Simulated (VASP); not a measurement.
Input of a VASP 6.6.1 run:

The input POSCAR:

```
PbS
1.0
    0.0000000000      2.9657500000      2.9657500000
    2.9657500000      0.0000000000      2.9657500000
    2.9657500000      2.9657500000      0.0000000000
Pb S
1 1
Direct
    0.0000000000      0.0000000000      0.0000000000
    0.5000000000      0.5000000000      0.5000000000
```

File INCAR.step1:

```
PREC = Accurate
ENCUT = 520
EDIFF = 1E-5
ISMEAR = 0
SIGMA = 0.01
LREAL = F
LASPH = T
NELM = 80
ALGO = Normal
ISIF = 2
LWAVE = T
LCHARG = F
GGA = PE
NBANDS = 17
```

Contents of INCAR.step2:

```
PREC = Accurate
ENCUT = 520
EDIFF = 1E-7
ISMEAR = 0
SIGMA = 0.01
LREAL = F
LASPH = T
NELM = 80
ALGO = Normal
ISIF = 2
LWAVE = F
LCHARG = F
METAGGA = R2SCAN
LHFCALC = T
AEXX = 0.5
LMIXTAU = T
PRECFOCK = Normal
IVDW = 12
VDW_S6 = 1.0
VDW_S8 = 1.3294
VDW_A1 = 0.4311
VDW_A2 = 5.924
ISTART = 1
NBANDS = 17
```

KPOINTS

```
regular mesh
0
Gamma
  4 4 4
```

Potentials or basis: VASP PAW PBE potentials, release 64 (Pb_d, S).

Command:

```bash
$ cat potpaw_PBE.64/Pb_d/POTCAR potpaw_PBE.64/S/POTCAR > POTCAR
$ cp INCAR.step1 INCAR
$ mpirun -np 1 vasp_std > vasp.out
$ cp INCAR.step2 INCAR
$ mpirun -np 1 vasp_std > vasp.out
```

(1) Estimate the dispersion energy per atom.

(2) Estimate the band gap on the k mesh.

## Answers

(1) -0.241 eV.

(2) 2.75 eV.

Caveat: the k points lie up to 0.46 Å⁻¹ apart; spin-orbit coupling is left out, which moves the levels of the heavy elements.
